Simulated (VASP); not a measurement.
# BN (P6_3mc) in VASP: further runs

BN is run at these levels: PBE; tasks: single point.

All numbers are computed with VASP 6.6.1; they aren't measurements. Logs are shortened: lines on timing, memory, paths and dates and some standing lists are left out, and cuts for length are marked.

## (1) The cell of the first run

It takes space group P6_3mc (No. 186, hexagonal). The conventional cell has a = 2.536 Å, b = 2.536 Å, c = 4.199 Å, α = 90.00°, β = 90.00°, γ = 120.00°. Within 2.1 Å of B (site symmetry 3m) lie 4 N at 1.56 to 1.57 Å. Within 2.1 Å of N (site symmetry 3m) lie 4 B at 1.56 to 1.57 Å.

## (2) Single point, PBE

Contents of INCAR:

```
SYSTEM = BN
PREC = Accurate ; ENCUT = 600
EDIFF = 1E-6 ; ISMEAR = 0
SIGMA = 0.01 ; LREAL = .False.
LASPH = .True. ; NELM = 120
ALGO = Normal ; ISIF = 2
LWAVE = .False. ; LCHARG = .True.
GGA = PE ; LELF = .True.
LVHAR = .True. ; NBANDS = 16
GGA_COMPAT = .False.
```

Contents of KPOINTS:

```
Automatic mesh
0
Gamma
  3 3 2
  0 0 0
```

Contents of POSCAR:

```
BN
1.0
    2.5360000000      0.0000000000      0.0000000000
   -1.2680000000      2.1962404200      0.0000000000
    0.0000000000      0.0000000000      4.1990000000
B N
2 2
Direct
    0.6666666667      0.3333333333      0.0000000000
    0.3333333333      0.6666666667      0.5000000000
    0.6666666667      0.3333333333      0.3750000000
    0.3333333333      0.6666666667      0.8750000000
```

Potentials or basis: VASP PAW PBE potentials, release 64 (B, N).

The run is started by

```
$ cat potpaw_PBE.64/B/POTCAR potpaw_PBE.64/N/POTCAR > POTCAR
$ mpirun -np 1 vasp_std > vasp.out
```

OUTCAR:

```text
SYSTEM = BN
   PREC = Accurate
   ENCUT = 600
   EDIFF = 1E-6
   ISMEAR = 0
   LREAL = .False.
   LASPH = .True.
   NELM = 120
   ISIF = 2
   GGA = PE

 ion  position               nearest neighbor table
   1  0.667  0.333  0.000-   4 1.56   4 1.56   4 1.56   3 1.57
   2  0.333  0.667  0.500-   3 1.56   3 1.56   3 1.56   4 1.57
   3  0.667  0.333  0.375-   2 1.56   2 1.56   2 1.56   1 1.57
   4  0.333  0.667  0.875-   1 1.56   1 1.56   1 1.56   2 1.57

  LATTYP: Found a hexagonal cell.
 ALAT       =     2.5360000000
 C/A-ratio  =     1.6557570978

  Lattice vectors:

 A1 = (   2.5360000000,   0.0000000000,   0.0000000000)
 A2 = (  -1.2680000000,   2.1962404200,   0.0000000000)
 A3 = (   0.0000000000,   0.0000000000,   4.1990000000)

Analysis of symmetry for initial positions (statically):
=====================================================================
 Subroutine PRICEL returns:
 Original cell was already a primitive cell.

 Routine SETGRP: Setting up the symmetry group for a
 hexagonal supercell.

 Subroutine GETGRP returns: Found 12 space group operations
 (whereof  6 operations were pure point group operations)
 out of a pool of 24 trial point group operations.

The static configuration has the point symmetry C_3v.
 The point group associated with its full space group is C_6v.

Analysis of symmetry for dynamics (positions and initial velocities):
=====================================================================
 Subroutine PRICEL returns:
 Original cell was already a primitive cell.

 Routine SETGRP: Setting up the symmetry group for a
 hexagonal supercell.

 Subroutine GETGRP returns: Found 12 space group operations
 (whereof  6 operations were pure point group operations)
 out of a pool of 24 trial point group operations.

The dynamic configuration has the point symmetry C_3v.
 The point group associated with its full space group is C_6v.

 Subroutine INISYM returns: Found 12 space group operations
 (whereof  6 operations are pure point group operations),
 and found     1 'primitive' translations

----------------------------------------------------------------------------------------

                                     Primitive cell

  volume of cell :      23.3870

  direct lattice vectors                    reciprocal lattice vectors
     2.536000000  0.000000000  0.000000000     0.394321767  0.227661778  0.000000000
    -1.268000000  2.196240420  0.000000000     0.000000000  0.455323557  0.000000000
     0.000000000  0.000000000  4.199000000     0.000000000  0.000000000  0.238151941

  length of vectors
     2.536000000  2.535999997  4.199000000     0.455323556  0.455323557  0.238151941

  position of ions in fractional coordinates (direct lattice)
     0.666666667  0.333333333  0.000000000
     0.333333333  0.666666667  0.500000000
     0.666666667  0.333333333  0.375000000
     0.333333333  0.666666667  0.875000000

  ion indices of the primitive-cell ions
   primitive index   ion index
                 1           1
                 2           2
                 3           3
                 4           4

----------------------------------------------------------------------------------------

 KPOINTS: Automatic mesh

Automatic generation of k-mesh.
 Grid dimensions read from file:
 generate k-points for:    3    3    2

 Generating k-lattice:

  Cartesian coordinates                     Fractional coordinates (reciprocal lattice)
     0.131440589  0.075887259  0.000000000     0.333333333  0.000000000  0.000000000
     0.000000000  0.151774519  0.000000000     0.000000000  0.333333333  0.000000000
     0.000000000  0.000000000  0.119075970     0.000000000  0.000000000  0.500000000

  Length of vectors
     0.151774519  0.151774519  0.119075970

  Shift w.r.t. Gamma in fractional coordinates (k-lattice)
     0.000000000  0.000000000  0.000000000

 Subroutine IBZKPT returns following result:
 ===========================================

 Found      6 irreducible k-points:

 Following reciprocal coordinates:
            Coordinates               Weight
  0.000000  0.000000  0.000000      1.000000
  0.333333  0.000000  0.000000      6.000000
  0.333333  0.333333  0.000000      2.000000
  0.000000  0.000000  0.500000      1.000000
  0.333333  0.000000  0.500000      6.000000
  0.333333  0.333333  0.500000      2.000000
   k-points           NKPTS =      6   k-points in BZ     NKDIM =      6   number of bands    NBANDS=     16
   number of dos      NEDOS =    301   number of ions     NIONS =      4
   total plane-waves  NPLWV =  14400
   dimension x,y,z NGX =    20 NGY =   20 NGZ =   36
   dimension x,y,z NGXF=    40 NGYF=   40 NGZF=   72
   ions per type =               2   2
   NGX,Y,Z   is equivalent  to a cutoff of  13.11, 13.11, 14.25 a.u.
   NGXF,Y,Z  is equivalent  to a cutoff of  26.22, 26.22, 28.51 a.u.
 SYSTEM =  BN
   PREC   = accura    normal or accurate (medium, high low for compatibility)
   ISTART =      0    job   : 0-new  1-cont  2-samecut
   ICHARG =      2    charge: 1-file 2-atom 10-const
   ISPIN  =      1    spin polarized calculation?
   LNONCOLLINEAR =      F non collinear calculations
   LSORBIT =      F    spin-orbit coupling
   LASPH  =      T    aspherical Exc in radial PAW
   ENCUT  =  600.0 eV  44.10 Ry    6.64 a.u.   5.07  5.07  8.39*2*pi/ulx,y,z
   NELM   =    120;   NELMIN=  2; NELMDL= -5     # of ELM steps
   EDIFF  = 0.1E-05   stopping-criterion for ELM
   LREAL  =      F    real-space projection
   EDIFFG = 0.1E-04   stopping-criterion for IOM
   NSW    =      0    number of steps for IOM
   IBRION =     -1    ionic relax: 0-MD 1-quasi-New 2-CG
   NFREE  =      0    steps in history (QN), initial steepest desc. (CG)
   ISIF   =      2    stress and relaxation
   ISYM   =      2    0-nonsym 1-usesym 2-fastsym
   POTIM  = 0.5000    time-step for ionic-motion
   TEBEG  =    0.0;   TEEND  =   0.0 temperature during run
   PSTRESS=    0.0 pullay stress
   NELECT =      16.0000    total number of electrons
   NUPDOWN=      -1.0000    fix difference up-down
   EMIN   =  10.00;   EMAX   =-10.00  energy-range for DOS
   EFERMI =   0.00;   METHOD = LEGACY
   ISMEAR =     0;   SIGMA  =   0.01  broadening in eV -4-tet -1-fermi 0-gaus
   EFERMI_NEDOS =   21; number of points for ismear=-14 and -15
   IALGO  =     38    algorithm
   IMIX   =      4    mixing-type and parameters
     AMIX     =   0.40;   BMIX     =  1.00
     AMIX_MAG =   1.60;   BMIX_MAG =  1.00
  volume/ion in A,a.u.               =       5.85        39.46
  Fermi-wavevector in a.u.,A,eV,Ry     =   1.442524  2.725976 28.312044  2.080877
  Thomas-Fermi vector in A             =   2.561035
   LORBIT       =      0    0 simple, 1 ext, 2 COOP (PROOUT), +10 PAW based schemes
   GGA     = PE    functional components
   LHFCALC =     F    Hartree Fock is set to
   AEXX    =    0.0000 exact exchange contribution
   IVDW    =     0    specifies the selected vdW correction
   LEPSILON=     F    determine dielectric tensor
   LRPA    =     F    only Hartree local field effects (RPA)
 non-spin polarized calculation
 Gauss-broadening in eV      SIGMA  =   0.01
  energy-cutoff  :      600.00
  volume of cell :       23.39
 maximum number of plane-waves:       801
   NGX = 11   NGY = 11   NGZ = 17

 number of electron      16.0000003 magnetization

 Free energy of the ion-electron system (eV)
  ---------------------------------------------------
  ext. energy  EPLUGINS =         0.00000000
  ---------------------------------------------------
  free energy    TOTEN  =       -34.43887335 eV

  energy without entropy =      -34.43887335  energy(sigma->0) =      -34.43887335

 E-fermi :   7.8400     XC(G=0): -12.8449

 val. band max:        7.7498654955   @ k =   0.0000   0.0000   0.0000
 cond. band min:      12.8984605587   @ k =   0.3333   0.3333   0.0000
 fundamental gap:      5.1485950632
 Fermi energy:         7.8400303596

 k-point     1 :       0.0000    0.0000    0.0000
  band No.  band energies     occupation
      1     -12.7986      2.00000
      2      -8.5938      2.00000
      3      -3.2958      2.00000
      4       5.6029      2.00000
      5       5.6029      2.00000
      6       7.4986      2.00000
[... 8 lines left out ...]
     15      19.6920      0.00000
     16      24.0875      0.00000

 k-point     2 :       0.3333    0.0000    0.0000
  band No.  band energies     occupation
      1     -10.4752      2.00000
      2      -7.1643      2.00000
      3      -1.0406      2.00000
      4      -0.5431      2.00000
      5       2.1645      2.00000
      6       3.2515      2.00000
[... 8 lines left out ...]
     15      23.6755      0.00000
     16      24.2853      0.00000

 k-point     3 :       0.3333    0.3333    0.0000
  band No.  band energies     occupation
      1      -7.4175      2.00000
      2      -7.4175      2.00000
      3      -1.6163      2.00000
      4       0.4720      2.00000
      5       0.4720      2.00000
      6       2.2095      2.00000
[... 8 lines left out ...]
     15      23.0470      0.00000
     16      23.0470      0.00000

 k-point     4 :       0.0000    0.0000    0.5000
  band No.  band energies     occupation
      1     -11.3297      2.00000
      2     -11.3297      2.00000
      3       1.9766      2.00000
      4       1.9766      2.00000
      5       6.5598      2.00000
      6       6.5598      2.00000
[... 8 lines left out ...]
     15      21.1395      0.00000
     16      21.1395      0.00000

 k-point     5 :       0.3333    0.0000    0.5000
  band No.  band energies     occupation
      1      -9.1950      2.00000
      2      -9.1950      2.00000
      3      -0.2281      2.00000
      4      -0.2281      2.00000
      5       3.7230      2.00000
      6       3.7230      2.00000
[... 8 lines left out ...]
     15      23.6314      0.00000
     16      23.6314      0.00000

 k-point     6 :       0.3333    0.3333    0.5000
  band No.  band energies     occupation
      1      -7.2637      2.00000
      2      -7.2637      2.00000
      3      -1.1741      2.00000
      4      -1.1741      2.00000
      5      -0.1029      2.00000
      6      -0.1029      2.00000
[... 8 lines left out ...]
     15      24.5733      0.00000
     16      24.5733      0.00000

------------------------ aborting loop because EDIFF is reached ----------------------------------------

  FORCE on cell =-STRESS in cart. coord.  units (eV):
  Direction    XX          YY          ZZ          XY          YZ          ZX
  --------------------------------------------------------------------------------------
  -------------------------------------------------------------------------------------
  Total        1.7684802      1.7684802      0.7902392      0.0000000      0.0000000      0.0000000
  in kB      121.1534515    121.1534511     54.1369947      0.0000000      0.0000000      0.0000000
  external PRESSURE =      98.8146324 kB  Pullay stress =       0.0000000 kB

 VOLUME and BASIS-vectors are now :
 -----------------------------------------------------------------------------
  energy-cutoff  :      600.00
  volume of cell :       23.39
      direct lattice vectors                 reciprocal lattice vectors
     2.536000000  0.000000000  0.000000000     0.394321767  0.227661778  0.000000000
    -1.268000000  2.196240420  0.000000000     0.000000000  0.455323557  0.000000000
     0.000000000  0.000000000  4.199000000     0.000000000  0.000000000  0.238151941

 POSITION                                       TOTAL-FORCE (eV/Angst)
 -----------------------------------------------------------------------------------
      1.26800      0.73208      0.00000        -0.000000      0.000000     -0.181779
     -0.00000      1.46416      2.09950         0.000000      0.000000     -0.181779
      1.26800      0.73208      1.57462        -0.000000      0.000000      0.181779
     -0.00000      1.46416      3.67413         0.000000     -0.000000      0.181779
 -----------------------------------------------------------------------------------
    total drift:                               -0.000000     -0.000000     -0.000492

  FREE ENERGIE OF THE ION-ELECTRON SYSTEM (eV)
  ---------------------------------------------------
  free  energy   TOTEN  =       -34.4388733512 eV

  energy  without entropy=      -34.4388733512  energy(sigma->0) =      -34.43887335
```

Run time: 7.7 s. Hardware: 1 thread of Intel Xeon 8259CL, shared host; peak memory 0.13 GiB.

What came out:

```yaml
Free_energy: -34.4389 eV
Pressure: 9.9 GPa
Largest_force: 0.182 eV/Å
Band_gap_on_the_k_mesh: 5.15 eV, indirect (least direct gap 8.38 eV)
```

Forces in eV/Å, atoms in the order of the input:
```
B    0.000  0.000 -0.182
B    0.000  0.000 -0.182
N    0.000  0.000  0.182
N    0.000  0.000  0.182
```

Caveat: the k points lie up to 0.95 Å⁻¹ apart. PBE gaps usually lie below the measured ones, often by a third to a half.

[end of part 1 of 2]
